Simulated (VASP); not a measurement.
# Si in VASP: notebook

Runs on Si. Level: PBE+D3(BJ). Tasks: single point.

Program: VASP 6.6.1. These are calculated values, not measurements. Logs are shortened: lines on timing, memory, paths and dates and some standing lists are left out, and cuts for length are marked.

### Step 1. The cell of the first run

The cell holds a slab with vacuum, 4 atoms: a = 3.848 Å, b = 3.848 Å, c = 18.442 Å, α = 90.00°, β = 90.00°, γ = 120.00°.

### Step 2. Single point, PBE+D3(BJ)

The input, INCAR:

```
PREC     = Accurate       # precision mode
ENCUT    = 520            # plane-wave cutoff, eV
EDIFF    = 1E-6           # SCF threshold, eV
ISMEAR   = 0              # smearing method
SIGMA    = 0.1            # smearing width, eV
LREAL    = False          # projectors in reciprocal space
LASPH    = True           # aspherical terms in the spheres
NELM     = 80             # most SCF steps
ALGO     = Normal         # electronic algorithm
ISIF     = 2              # what is computed and relaxed
LWAVE    = False          # write WAVECAR
LCHARG   = False          # write CHGCAR
LDIPOL   = True         
IDIPOL   = 3            
DIPOL    = 0.5 0.5 0.383
GGA      = PE             # functional
IVDW     = 12             # dispersion correction
NBANDS   = 16             # bands
```

The input, KPOINTS:

```
regular mesh
0
Gamma
  9 9 1
```

The input, POSCAR:

```
Si
1.0
    3.8475254770      0.0000000000      0.0000000000
   -1.9237627385      3.3320548047      0.0000000000
    0.0000000000      0.0000000000     18.4415958116
Si
4
Direct
    0.3333333333      0.6666666667      0.2695427205
    0.6666666667      0.3333333333      0.2440135900
    0.0000000000      1.5000000000      0.5228178684
    0.3333333333      1.1666666667      0.4972887379
```

Potentials or basis: VASP PAW PBE potentials, release 64 (Si).

Launch:

```console
cat potpaw_PBE.64/Si/POTCAR > POTCAR
mpirun -np 1 vasp_std > vasp.out
```

OUTCAR:

```text
PREC = Accurate
   ENCUT = 520
   EDIFF = 1E-6
   ISMEAR = 0
   LREAL = False
   LASPH = True
   NELM = 80
   ISIF = 2
   GGA = PE
   IVDW = 12
 IVDW          = 12

 ion  position               nearest neighbor table
   1  0.333  0.667  0.270-   2 2.27   2 2.27   2 2.27
   2  0.667  0.333  0.244-   1 2.27   1 2.27   1 2.27
   3  0.000  0.500  0.523-   4 2.27   4 2.27   4 2.27
   4  0.333  0.167  0.497-   3 2.27   3 2.27   3 2.27

  LATTYP: Found a hexagonal cell.
 ALAT       =     3.8475254770
 C/A-ratio  =     4.7931055744

  Lattice vectors:

 A1 = (   3.8475254770,   0.0000000000,   0.0000000000)
 A2 = (  -1.9237627385,   3.3320548047,   0.0000000000)
 A3 = (   0.0000000000,   0.0000000000,  18.4415958116)

Analysis of symmetry for initial positions (statically):
=====================================================================
 Subroutine PRICEL returns:
 Original cell was already a primitive cell.

 Routine SETGRP: Setting up the symmetry group for a
 hexagonal supercell.

 Subroutine GETGRP returns: Found  4 space group operations
 (whereof  2 operations were pure point group operations)
 out of a pool of 24 trial point group operations.

The static configuration has the point symmetry C_1h.
 The point group associated with its full space group is C_2h.

Analysis of symmetry for dynamics (positions and initial velocities):
=====================================================================
 Subroutine PRICEL returns:
 Original cell was already a primitive cell.

 Routine SETGRP: Setting up the symmetry group for a
 hexagonal supercell.

 Subroutine GETGRP returns: Found  4 space group operations
 (whereof  2 operations were pure point group operations)
 out of a pool of 24 trial point group operations.

The dynamic configuration has the point symmetry C_1h.
 The point group associated with its full space group is C_2h.

 Subroutine INISYM returns: Found  4 space group operations
 (whereof  2 operations are pure point group operations),
 and found     1 'primitive' translations

----------------------------------------------------------------------------------------

                                     Primitive cell

  volume of cell :     236.4243

  direct lattice vectors                    reciprocal lattice vectors
     3.847525477  0.000000000  0.000000000     0.259907311  0.150057556  0.000000000
    -1.923762739  3.332054805  0.000000000     0.000000000  0.300115112  0.000000000
     0.000000000  0.000000000 18.441595812     0.000000000  0.000000000  0.054225242

  length of vectors
     3.847525477  3.847525477 18.441595812     0.300115112  0.300115112  0.054225242

  position of ions in fractional coordinates (direct lattice)
     0.333333333  0.666666667  0.269542720
     0.666666667  0.333333333  0.244013590
     0.000000000  0.500000000  0.522817868
     0.333333333  0.166666667  0.497288738

  ion indices of the primitive-cell ions
   primitive index   ion index
                 1           1
                 2           2
                 3           3
                 4           4

----------------------------------------------------------------------------------------

 KPOINTS: regular mesh

Automatic generation of k-mesh.
 Grid dimensions read from file:
 generate k-points for:    9    9    1

 Generating k-lattice:

  Cartesian coordinates                     Fractional coordinates (reciprocal lattice)
     0.028878590  0.016673062  0.000000000     0.111111111  0.000000000  0.000000000
     0.000000000  0.033346124  0.000000000     0.000000000  0.111111111  0.000000000
     0.000000000  0.000000000  0.054225242     0.000000000  0.000000000  1.000000000

  Length of vectors
     0.033346124  0.033346124  0.054225242

  Shift w.r.t. Gamma in fractional coordinates (k-lattice)
     0.000000000  0.000000000  0.000000000

 Subroutine IBZKPT returns following result:
 ===========================================

 Found     25 irreducible k-points:

 Following reciprocal coordinates:
            Coordinates               Weight
  0.000000  0.000000  0.000000      1.000000
  0.111111  0.000000  0.000000      2.000000
  0.000000  0.111111  0.000000      4.000000
  0.222222  0.000000  0.000000      2.000000
  0.000000  0.222222  0.000000      4.000000
  0.333333  0.000000  0.000000      2.000000
[... 16 lines left out ...]
 -0.222222 -0.444444  0.000000      4.000000
  0.444444  0.333333  0.000000      4.000000
   k-points           NKPTS =     25   k-points in BZ     NKDIM =     25   number of bands    NBANDS=     16
   number of dos      NEDOS =    301   number of ions     NIONS =      4
   total plane-waves  NPLWV = 126000
   dimension x,y,z NGX =    30 NGY =   30 NGZ =  140
   dimension x,y,z NGXF=    60 NGYF=   60 NGZF=  280
   ions per type =               4
   NGX,Y,Z   is equivalent  to a cutoff of  12.96, 12.96, 12.62 a.u.
   NGXF,Y,Z  is equivalent  to a cutoff of  25.93, 25.93, 25.24 a.u.
 SYSTEM =  unknown system
   PREC   = accura    normal or accurate (medium, high low for compatibility)
   ISTART =      0    job   : 0-new  1-cont  2-samecut
   ICHARG =      2    charge: 1-file 2-atom 10-const
   ISPIN  =      1    spin polarized calculation?
   LNONCOLLINEAR =      F non collinear calculations
   LSORBIT =      F    spin-orbit coupling
   LASPH  =      T    aspherical Exc in radial PAW
   ENCUT  =  520.0 eV  38.22 Ry    6.18 a.u.   7.15  7.15 34.29*2*pi/ulx,y,z
   NELM   =     80;   NELMIN=  2; NELMDL= -5     # of ELM steps
   EDIFF  = 0.1E-05   stopping-criterion for ELM
   LREAL  =      F    real-space projection
   EDIFFG = 0.1E-04   stopping-criterion for IOM
   NSW    =      0    number of steps for IOM
   IBRION =     -1    ionic relax: 0-MD 1-quasi-New 2-CG
   NFREE  =      0    steps in history (QN), initial steepest desc. (CG)
   ISIF   =      2    stress and relaxation
   ISYM   =      2    0-nonsym 1-usesym 2-fastsym
   POTIM  = 0.5000    time-step for ionic-motion
   TEBEG  =    0.0;   TEEND  =   0.0 temperature during run
   PSTRESS=    0.0 pullay stress
   NELECT =      16.0000    total number of electrons
   NUPDOWN=      -1.0000    fix difference up-down
   EMIN   =  10.00;   EMAX   =-10.00  energy-range for DOS
   EFERMI =   0.00;   METHOD = LEGACY
   ISMEAR =     0;   SIGMA  =   0.10  broadening in eV -4-tet -1-fermi 0-gaus
   EFERMI_NEDOS =   21; number of points for ismear=-14 and -15
   IALGO  =     38    algorithm
   IMIX   =      4    mixing-type and parameters
     AMIX     =   0.40;   BMIX     =  1.00
     AMIX_MAG =   1.60;   BMIX_MAG =  1.00
  volume/ion in A,a.u.               =      59.11       398.87
  Fermi-wavevector in a.u.,A,eV,Ry     =   0.667141  1.260713  6.055637  0.445077
  Thomas-Fermi vector in A             =   1.741657
   LORBIT       =      0    0 simple, 1 ext, 2 COOP (PROOUT), +10 PAW based schemes
   GGA     = PE    functional components
   LHFCALC =     F    Hartree Fock is set to
   AEXX    =    0.0000 exact exchange contribution
   IVDW    =    12    specifies the selected vdW correction
   LEPSILON=     F    determine dielectric tensor
   LRPA    =     F    only Hartree local field effects (RPA)
 non-spin polarized calculation
 Gauss-broadening in eV      SIGMA  =   0.10
  energy-cutoff  :      520.00
  volume of cell :      236.42
 maximum number of plane-waves:      6399
 NGX is ok and might be reduce to    30
   NGX = 15   NGY = 15   NGZ = 69

 dipolmoment           0.000000      0.000000      0.000130 electrons x Angstroem

 number of electron      16.0000002 magnetization

 dipolmoment           0.000000      0.000000     -0.000002 electrons x Angstroem

 Free energy of the ion-electron system (eV)
  ---------------------------------------------------
  ext. energy  EPLUGINS =         0.00000000
  ---------------------------------------------------
  free energy    TOTEN  =       -19.15137921 eV

  energy without entropy =      -19.15130328  energy(sigma->0) =      -19.15134124

 E-fermi :  -1.0001     XC(G=0):  -4.2598

 val. band max:       -1.1952276955   @ k =   0.3333   0.3333   0.0000
 cond. band min:      -0.7987799654   @ k =   0.3333   0.3333   0.0000
 fundamental gap:      0.3964477301
 Fermi energy:        -1.0001134970

 k-point     1 :       0.0000    0.0000    0.0000
  band No.  band energies     occupation
      1     -12.1313      2.00000
      2     -12.0679      2.00000
      3      -4.5182      2.00000
      4      -3.8767      2.00000
      5      -2.1946      2.00000
      6      -2.1871      2.00000
[... 8 lines left out ...]
     15       2.0483      0.00000
     16       2.4217      0.00000

 k-point     2 :       0.1111    0.0000    0.0000
  band No.  band energies     occupation
      1     -11.9857      2.00000
      2     -11.9225      2.00000
      3      -4.4126      2.00000
      4      -3.8189      2.00000
      5      -3.1645      2.00000
      6      -3.1015      2.00000
[... 8 lines left out ...]
     15       2.5661      0.00000
     16       2.5803      0.00000

 k-point     3 :       0.0000    0.1111    0.0000
  band No.  band energies     occupation
      1     -11.9856      2.00000
      2     -11.9226      2.00000
      3      -4.4090      2.00000
      4      -3.8257      2.00000
      5      -3.1528      2.00000
      6      -3.1116      2.00000
[... 8 lines left out ...]
     15       2.5743      0.00000
     16       2.5759      0.00000

 k-point     4 :       0.2222    0.0000    0.0000
  band No.  band energies     occupation
      1     -11.5547      2.00000
      2     -11.4927      2.00000
      3      -5.0448      2.00000
      4      -4.9820      2.00000
      5      -3.8265      2.00000
      6      -3.2425      2.00000
[... 8 lines left out ...]
     15       3.8482      0.00000
     16       3.8832      0.00000

 k-point     5 :       0.0000    0.2222    0.0000
  band No.  band energies     occupation
      1     -11.5545      2.00000
      2     -11.4927      2.00000
      3      -5.0325      2.00000
      4      -4.9932      2.00000
      5      -3.8341      2.00000
      6      -3.2370      2.00000
[... 8 lines left out ...]
     15       3.8675      0.00000
     16       3.8679      0.00000

 k-point     6 :       0.3333    0.0000    0.0000
  band No.  band energies     occupation
      1     -10.8659      2.00000
      2     -10.8065      2.00000
      3      -6.6502      2.00000
      4      -6.6041      2.00000
      5      -3.3481      2.00000
      6      -3.3128      2.00000
[... 8 lines left out ...]
     15       5.0124      0.00000
     16       5.2046      0.00000
[... 267 lines left out ...]
 k-point    21 :      -0.2222    0.4444    0.0000
  band No.  band energies     occupation
      1     -10.4563      2.00000
      2     -10.3996      2.00000
      3      -7.0194      2.00000
      4      -6.9852      2.00000
      5      -4.5634      2.00000
      6      -4.5431      2.00000
[... 8 lines left out ...]
     15       3.7649      0.00000
     16       3.9343      0.00000

 k-point    22 :       0.3333    0.2222    0.0000
  band No.  band energies     occupation
      1      -9.6331      2.00000
      2      -9.5837      2.00000
      3      -8.0762      2.00000
      4      -8.0394      2.00000
      5      -5.0740      2.00000
      6      -5.0239      2.00000
[... 8 lines left out ...]
     15       4.6491      0.00000
     16       5.1263      0.00000

 k-point    23 :      -0.2222   -0.4444    0.0000
  band No.  band energies     occupation
      1      -9.6320      2.00000
      2      -9.5831      2.00000
      3      -8.0801      2.00000
      4      -8.0383      2.00000
      5      -5.0645      2.00000
      6      -5.0326      2.00000
[... 8 lines left out ...]
     15       4.5960      0.00000
     16       5.1512      0.00000

 k-point    24 :       0.4444    0.3333    0.0000
  band No.  band energies     occupation
      1      -9.6334      2.00000
      2      -9.5823      2.00000
      3      -8.0825      2.00000
      4      -8.0347      2.00000
      5      -5.0687      2.00000
      6      -5.0290      2.00000
[... 8 lines left out ...]
     15       4.6680      0.00000
     16       5.1023      0.00000

 [... further k-points ...]

------------------------ aborting loop because EDIFF is reached ----------------------------------------

 vacuum level on the upper side and lower side of the slab       (xc-potential included)        -0.166        -0.165

 Edisp (eV)   -0.93537

 E8    (eV) :    -0.3962

  FORCE on cell =-STRESS in cart. coord.  units (eV):
  Direction    XX          YY          ZZ          XY          YZ          ZX
  --------------------------------------------------------------------------------------
  -------------------------------------------------------------------------------------
  Total      -0.13735    -0.15893    -0.69881     0.01868    -0.01727    -0.02991
  in kB      -0.93081    -1.07700    -4.73563     0.12660    -0.11701    -0.20266
  external pressure =       -2.25 kB  Pullay stress =        0.00 kB

 VOLUME and BASIS-vectors are now :
 -----------------------------------------------------------------------------
  energy-cutoff  :      520.00
  volume of cell :      236.42
      direct lattice vectors                 reciprocal lattice vectors
     3.847525477  0.000000000  0.000000000     0.259907311  0.150057556  0.000000000
    -1.923762739  3.332054805  0.000000000     0.000000000  0.300115112  0.000000000
     0.000000000  0.000000000 18.441595812     0.000000000  0.000000000  0.054225242

 POSITION                                       TOTAL-FORCE (eV/Angst)
 -----------------------------------------------------------------------------------
     -0.00000      2.22137      4.97080        -0.001471     -0.000849      0.108329
      1.92376      1.11068      4.50000         0.007012      0.004049      0.042856
     -0.96188      1.66603      9.64160        -0.007012     -0.004049     -0.042856
      0.96188      0.55534      9.17080         0.001471      0.000849     -0.108329
 -----------------------------------------------------------------------------------
    total drift:                               -0.000000     -0.000000     -0.000026

  FREE ENERGIE OF THE ION-ELECTRON SYSTEM (eV)
  ---------------------------------------------------
  free  energy   TOTEN  =       -20.0867515037 eV

  energy  without entropy=      -20.0866755716  energy(sigma->0) =      -20.08671354

 vacuum level on the upper side and lower side of the slab         3.502         3.502
```

It took 1.9 min on 1 thread of Intel Xeon 6975P-C (Granite Rapids), shared host; peak memory 0.36 GiB.

Results:

| Property | Result |
| --- | --- |
| Free energy | -20.0868 eV |
| Largest force | 0.108 eV/Å |
| Band gap on the k mesh | 0.40 eV, direct |
| Dispersion energy per atom | -0.234 eV |

Forces on the atoms (eV/Å):
```
Si  -0.001 -0.001  0.108
Si   0.007  0.004  0.043
Si  -0.007 -0.004 -0.043
Si   0.001  0.001 -0.108
```

Levels at points of the mesh, in eV from the valence-band top:
| k point | band 5 | band 6 | band 7 | band 8 | band 9 | band 10 | band 11 | band 12 |
| --- | --- | --- | --- | --- | --- | --- | --- | --- |
| (0.00, 0.00, 0.00) | -1.00 | -0.99 | -0.99 | -0.98 | 2.24 | 2.26 | 2.41 | 3.24 |

(Continued in part 2 of 2.)
